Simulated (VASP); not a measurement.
# Al (Fm-3m) in VASP: a series of runs, part 3 of 3

VASP 6.6.1. Earlier steps stand in the parts before.

### Step 5. Single point, r2SCAN (volume scaled by 0.97)

POSCAR

```
Al
1.0
    0.0000000000      1.9758400501      1.9758400501
    1.9758400501      0.0000000000      1.9758400501
    1.9758400501      1.9758400501      0.0000000000
Al
1
Direct
    0.0000000000      0.0000000000      0.0000000000
```

INCAR.step1

```
ALGO = Normal
EDIFF = 1E-4
ENCUT = 520
GGA = PE
ISMEAR = 0
LASPH = T
LCHARG = F
LREAL = F
LWAVE = T
NBANDS = 8
NELM = 80
PREC = Accurate
SIGMA = 0.1
```

INCAR.step2

```
ALGO = Normal
EDIFF = 1E-7
ENCUT = 520
ISIF = 2
ISMEAR = 0
ISTART = 1
LASPH = T
LCHARG = F
LMIXTAU = T
LREAL = F
LWAVE = F
METAGGA = R2SCAN
NBANDS = 8
NELM = 80
PREC = Accurate
SIGMA = 0.1
```

KPOINTS

```
k-points
0
Gamma
  18 18 18
```

Potentials or basis: VASP PAW PBE potentials, release 64 (Al).

Command:

```bash
$ cat potpaw_PBE.64/Al/POTCAR > POTCAR
$ cp INCAR.step1 INCAR
$ mpirun -np 1 vasp_std > vasp.out
$ cp INCAR.step2 INCAR
$ mpirun -np 1 vasp_std > vasp.out
```

OUTCAR:

```text
EDIFF = 1E-7
   ENCUT = 520
   ISIF = 2
   ISMEAR = 0
   ISTART = 1
   LASPH = T
   LREAL = F
   METAGGA = R2SCAN
   NELM = 80
   PREC = Accurate

 ion  position               nearest neighbor table
   1  0.000  0.000  0.000-

  LATTYP: Found a face centered cubic cell.
 ALAT       =     3.9516801002

  Lattice vectors:

 A1 = (   0.0000000000,   1.9758400501,   1.9758400501)
 A2 = (   1.9758400501,   0.0000000000,   1.9758400501)
 A3 = (   1.9758400501,   1.9758400501,   0.0000000000)

Analysis of symmetry for initial positions (statically):
=====================================================================
 Subroutine PRICEL returns:
 Original cell was already a primitive cell.

 Routine SETGRP: Setting up the symmetry group for a
 face centered cubic supercell.

 Subroutine GETGRP returns: Found 48 space group operations
 (whereof 48 operations were pure point group operations)
 out of a pool of 48 trial point group operations.

The static configuration has the point symmetry O_h .

Analysis of symmetry for dynamics (positions and initial velocities):
=====================================================================
 Subroutine PRICEL returns:
 Original cell was already a primitive cell.

 Routine SETGRP: Setting up the symmetry group for a
 face centered cubic supercell.

 Subroutine GETGRP returns: Found 48 space group operations
 (whereof 48 operations were pure point group operations)
 out of a pool of 48 trial point group operations.

The dynamic configuration has the point symmetry O_h .

 Subroutine INISYM returns: Found 48 space group operations
 (whereof 48 operations are pure point group operations),
 and found     1 'primitive' translations

----------------------------------------------------------------------------------------

                                     Primitive cell

  volume of cell :      15.4271

  direct lattice vectors                    reciprocal lattice vectors
     0.000000000  1.975840050  1.975840050    -0.253056921  0.253056921  0.253056921
     1.975840050  0.000000000  1.975840050     0.253056921 -0.253056921  0.253056921
     1.975840050  1.975840050  0.000000000     0.253056921  0.253056921 -0.253056921

  length of vectors
     2.794259796  2.794259796  2.794259796     0.438307445  0.438307445  0.438307445

  position of ions in fractional coordinates (direct lattice)
     0.000000000  0.000000000  0.000000000

  ion indices of the primitive-cell ions
   primitive index   ion index
                 1           1

----------------------------------------------------------------------------------------

 KPOINTS: k-points

Automatic generation of k-mesh.
 Grid dimensions read from file:
 generate k-points for:   18   18   18

 Generating k-lattice:

  Cartesian coordinates                     Fractional coordinates (reciprocal lattice)
    -0.014058718  0.014058718  0.014058718     0.055555556  0.000000000  0.000000000
     0.014058718 -0.014058718  0.014058718     0.000000000  0.055555556  0.000000000
     0.014058718  0.014058718 -0.014058718     0.000000000  0.000000000  0.055555556

  Length of vectors
     0.024350414  0.024350414  0.024350414

  Shift w.r.t. Gamma in fractional coordinates (k-lattice)
     0.000000000  0.000000000  0.000000000

 Subroutine IBZKPT returns following result:
 ===========================================

 Found    195 irreducible k-points:

 Following reciprocal coordinates:
            Coordinates               Weight
  0.000000  0.000000  0.000000      1.000000
  0.055556  0.000000  0.000000      8.000000
  0.111111  0.000000  0.000000      8.000000
  0.166667  0.000000  0.000000      8.000000
  0.222222  0.000000  0.000000      8.000000
  0.277778  0.000000  0.000000      8.000000
[... 16 lines left out ...]
 -0.277778  0.055556  0.000000     24.000000
 -0.222222  0.055556  0.000000     24.000000
 [... further k-points ...]
   k-points           NKPTS =    195   k-points in BZ     NKDIM =    195   number of bands    NBANDS=      8
   number of dos      NEDOS =    301   number of ions     NIONS =      1
   total plane-waves  NPLWV =  13824
   dimension x,y,z NGX =    24 NGY =   24 NGZ =   24
   dimension x,y,z NGXF=    48 NGYF=   48 NGZF=   48
   ions per type =               1
   NGX,Y,Z   is equivalent  to a cutoff of  14.28, 14.28, 14.28 a.u.
   NGXF,Y,Z  is equivalent  to a cutoff of  28.56, 28.56, 28.56 a.u.
 SYSTEM =  unknown system
   PREC   = accura    normal or accurate (medium, high low for compatibility)
   ISTART =      1    job   : 0-new  1-cont  2-samecut
   ICHARG =      0    charge: 1-file 2-atom 10-const
   ISPIN  =      1    spin polarized calculation?
   LNONCOLLINEAR =      F non collinear calculations
   LSORBIT =      F    spin-orbit coupling
   LASPH  =      T    aspherical Exc in radial PAW
   ENCUT  =  520.0 eV  38.22 Ry    6.18 a.u.   5.20  5.20  5.20*2*pi/ulx,y,z
   NELM   =     80;   NELMIN=  2; NELMDL=  0     # of ELM steps
   EDIFF  = 0.1E-06   stopping-criterion for ELM
   LREAL  =      F    real-space projection
   EDIFFG = 0.1E-05   stopping-criterion for IOM
   NSW    =      0    number of steps for IOM
   IBRION =     -1    ionic relax: 0-MD 1-quasi-New 2-CG
   NFREE  =      0    steps in history (QN), initial steepest desc. (CG)
   ISIF   =      2    stress and relaxation
   ISYM   =      2    0-nonsym 1-usesym 2-fastsym
   POTIM  = 0.5000    time-step for ionic-motion
   TEBEG  =    0.0;   TEEND  =   0.0 temperature during run
   PSTRESS=    0.0 pullay stress
   NELECT =       3.0000    total number of electrons
   NUPDOWN=      -1.0000    fix difference up-down
   EMIN   =  10.00;   EMAX   =-10.00  energy-range for DOS
   EFERMI =   0.00;   METHOD = LEGACY
   ISMEAR =     0;   SIGMA  =   0.10  broadening in eV -4-tet -1-fermi 0-gaus
   EFERMI_NEDOS =   21; number of points for ismear=-14 and -15
   IALGO  =     38    algorithm
   IMIX   =      4    mixing-type and parameters
     AMIX     =   0.40;   BMIX     =  1.00
     AMIX_MAG =   1.60;   BMIX_MAG =  1.00
  volume/ion in A,a.u.               =      15.43       104.11
  Fermi-wavevector in a.u.,A,eV,Ry     =   0.948462  1.792334 12.239542  0.899581
  Thomas-Fermi vector in A             =   2.076653
   LORBIT       =      0    0 simple, 1 ext, 2 COOP (PROOUT), +10 PAW based schemes
   METAGGA = R2SCAN    functional components
   LHFCALC =     F    Hartree Fock is set to
   AEXX    =    0.0000 exact exchange contribution
   IVDW    =     0    specifies the selected vdW correction
   LEPSILON=     F    determine dielectric tensor
   LRPA    =     F    only Hartree local field effects (RPA)
 non-spin polarized calculation
 Gauss-broadening in eV      SIGMA  =   0.10
  energy-cutoff  :      520.00
  volume of cell :       15.43
 maximum number of plane-waves:       432
 NGX is ok and might be reduce to    24
   NGX = 11   NGY = 11   NGZ = 11

 number of electron       3.0000000 magnetization

 Free energy of the ion-electron system (eV)
  ---------------------------------------------------
  ext. energy  EPLUGINS =         0.00000000
  ---------------------------------------------------
  free energy    TOTEN  =        -6.73372806 eV

  energy without entropy =       -6.73143445  energy(sigma->0) =       -6.73258126

 E-fermi :   8.7394     XC(G=0): -11.1577

 val. band max:        8.7096779929   @ k =   0.5000   0.4444   0.0556
 cond. band min:       8.7740715825   @ k =  -0.3333   0.4444   0.1111
 fundamental gap:      0.0643935896
 Fermi energy:         8.7393723898

 k-point     1 :       0.0000    0.0000    0.0000
  band No.  band energies     occupation
      1      -3.5879      2.00000
      2      22.4435      0.00000
      3      22.4435      0.00000
      4      22.4435      0.00000
      5      24.9052      0.00000
      6      24.9052      0.00000
      7      24.9052      0.00000
      8      26.5924      0.00000

 k-point     2 :       0.0556    0.0000    0.0000
  band No.  band energies     occupation
      1      -3.4948      2.00000
      2      20.9223      0.00000
      3      22.2069      0.00000
      4      22.2069      0.00000
      5      25.2919      0.00000
      6      25.2919      0.00000
      7      25.3041      0.00000
      8      27.6448      0.00000
[... 221 lines left out ...]
 k-point    23 :      -0.2778    0.0556    0.0000
  band No.  band energies     occupation
      1      -0.8830      2.00000
      2      10.7632      0.00000
      3      18.8959      0.00000
      4      22.0356      0.00000
      5      23.1118      0.00000
      6      24.6553      0.00000
      7      25.3950      0.00000
      8      29.4782      0.00000

 k-point    24 :      -0.2222    0.0556    0.0000
  band No.  band energies     occupation
      1      -1.7683      2.00000
      2      12.9726      0.00000
      3      19.0753      0.00000
      4      22.1878      0.00000
      5      24.1935      0.00000
      6      25.3273      0.00000
      7      25.8863      0.00000
      8      28.2720      0.00000

 [... further k-points ...]
[... 5 lines left out ...]
  --------------------------------------------------------------------------------------
  -------------------------------------------------------------------------------------
  Total        0.2554357      0.2554357      0.2554357     -0.0000000      0.0000000     -0.0000000
  in kB       26.5281437     26.5281437     26.5281437     -0.0000000      0.0000000     -0.0000000
  external PRESSURE =      26.5281437 kB  Pullay stress =       0.0000000 kB

 VOLUME and BASIS-vectors are now :
 -----------------------------------------------------------------------------
  energy-cutoff  :      520.00
  volume of cell :       15.43
      direct lattice vectors                 reciprocal lattice vectors
     0.000000000  1.975840050  1.975840050    -0.253056921  0.253056921  0.253056921
     1.975840050  0.000000000  1.975840050     0.253056921 -0.253056921  0.253056921
     1.975840050  1.975840050  0.000000000     0.253056921  0.253056921 -0.253056921

 POSITION                                       TOTAL-FORCE (eV/Angst)
 -----------------------------------------------------------------------------------
      0.00000      0.00000      0.00000        -0.000000     -0.000000     -0.000000
 -----------------------------------------------------------------------------------
    total drift:                               -0.000000      0.000000     -0.000000

  FREE ENERGIE OF THE ION-ELECTRON SYSTEM (eV)
  ---------------------------------------------------
  free  energy   TOTEN  =        -6.7337280601 eV

  energy  without entropy=       -6.7314344524  energy(sigma->0) =       -6.73258126
```

Wall time 48 s (1 thread of Intel Xeon Platinum 8375C at 2.90GHz (Ice Lake), shared host); peak memory 0.15 GiB.

What came out:

```
Free energy : -6.7337 eV
Pressure    : 2.7 GPa
```

Levels at points of the mesh, in eV from the Fermi level:
```tsv
k point	band 1	band 2	band 3	band 4
(0.00, 0.00, 0.00)	-12.33	13.70	13.70	13.70
(0.50, 0.00, 0.00)	-5.28	-4.63	12.40	12.40
(0.50, 0.50, 0.00)	-3.33	-1.69	5.47	6.34
```

Caveat: the cell differs from its parent crystal (volume scaled by 0.97); the PAW data sets were made with another functional, which shifts forces and pressure a little.

### Step 6. Single point, r2SCAN

This run uses another cell than the first one, of 15.90 Å³/atom, 1.136 times its volume.

POSCAR

```
Al
1.0
    0.0000000000      1.9960030759      1.9960030759
    1.9960030759      0.0000000000      1.9960030759
    1.9960030759      1.9960030759      0.0000000000
Al
1
Direct
    0.0000000000      0.0000000000      0.0000000000
```

INCAR.step1

```
SYSTEM = Al
ALGO = Normal ; EDIFF = 1E-4
ENCUT = 520 ; GGA = PE
ISMEAR = 0 ; LASPH = .TRUE.
LCHARG = .FALSE. ; LREAL = .FALSE.
LWAVE = .TRUE. ; NBANDS = 8
NELM = 60 ; PREC = Accurate
SIGMA = 0.1
```

INCAR.step2

```
SYSTEM = Al
ALGO = Normal ; EDIFF = 1E-7
ENCUT = 520 ; ISIF = 2
ISMEAR = 0 ; ISTART = 1
LASPH = .TRUE. ; LCHARG = .FALSE.
LMIXTAU = .TRUE. ; LREAL = .FALSE.
LWAVE = .FALSE. ; METAGGA = R2SCAN
NBANDS = 8 ; NELM = 60
PREC = Accurate ; SIGMA = 0.1
```

KPOINTS

```
k-points
0
G
  18 18 18
  0 0 0
```

Potentials or basis: VASP PAW PBE potentials, release 64 (Al).

Command:

```bash
$ cat potpaw_PBE.64/Al/POTCAR > POTCAR
$ cp INCAR.step1 INCAR
$ mpirun -np 1 vasp_std > vasp.out
$ cp INCAR.step2 INCAR
$ mpirun -np 1 vasp_std > vasp.out
```

It took 48 s on 1 thread of Intel Xeon Platinum 8375C at 2.90GHz (Ice Lake), shared host; peak memory 0.15 GiB.

The run converged. Its results:

```
Free energy : -6.7370 eV
Pressure    : -0.3 GPa
```

Levels at points of the mesh, in eV from the Fermi level:
| k point | band 1 | band 2 | band 3 | band 4 |
| --- | --- | --- | --- | --- |
| (0.00, 0.00, 0.00) | -12.10 | 13.53 | 13.53 | 13.53 |
| (0.50, 0.00, 0.00) | -5.15 | -4.59 | 12.25 | 12.25 |
| (0.50, 0.50, 0.00) | -3.25 | -1.67 | 5.47 | 6.18 |

Caveat: the PAW data sets were made with another functional, which shifts forces and pressure a little.

### Step 7. The runs side by side

```tsv
cell	gap on the mesh (eV)	pressure (GPa)
a = 2.705 Å, angles 60.0°, 1 atom	none	15.2
a = 2.735 Å, angles 60.0°, 1 atom	none	10.3
a = 2.765 Å, angles 60.0°, 1 atom	none	6.2
a = 2.794 Å, angles 60.0°, 1 atom	none	2.7
a = 2.823 Å, angles 60.0°, 1 atom	none	-0.3
```

Alike in all rows: task single point; level r2SCAN; potentials or basis VASP PAW PBE potentials, release 64 (Al); no spin polarisation; k mesh 18 × 18 × 18; cutoff (eV) 520; smearing gaussian 0.1 eV.

Caveats: the PAW data sets were made with another functional, which shifts forces and pressure a little.

Absolute energies hang on the potentials; compare differences alone.
